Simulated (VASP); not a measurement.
Write the native input for VASP 6.6.1 that does the following.

```
Task                   : single point
Functional             : PBE
Potentials or basis    : VASP PAW PBE potentials, release 64 (Sb)
Cutoff                 : 520 eV
k mesh                 : 18 × 18 × 18
Occupations            : gaussian, width 0.1 eV
Spin                   : no spin polarisation
Dipole correction      : no
Further INCAR settings : ALGO = Normal; EDIFF = 1e-06; NBANDS = 8
```

The structure of Sb lies in POSCAR:

```
Sb
1.0
    3.1095388560      0.0000000000      0.0000000000
    0.0000000000      3.1095388560      0.0000000000
    0.0000000000      0.0000000000      3.1095395557
Sb
1
Direct
    0.0000000000      0.0000000000      0.0000000000
```

One way to write it, as run:

INCAR

```
  PREC = Accurate
  ENCUT = 520
  EDIFF = 1E-6
  ISMEAR = 0
  SIGMA = 0.1
  LREAL = False
  LASPH = True
  NELM = 100
  ALGO = Normal
  ISIF = 2
  LWAVE = False
  LCHARG = True
  GGA = PE
  LELF = True
  LVHAR = True
  NBANDS = 8
```

KPOINTS

```
Automatic mesh
0
Gamma
  18 18 18
```

Potentials or basis: VASP PAW PBE potentials, release 64 (Sb).

The run is started by

```sh
$ cat potpaw_PBE.64/Sb/POTCAR > POTCAR
$ mpirun -np 1 vasp_std > vasp.out
```

It gave:

```json
{
 "Pressure": "0.0 GPa"
}
```

It took 35 s on 1 thread of Intel Xeon 8259CL, with other jobs on the host, peak memory 0.18 GiB.
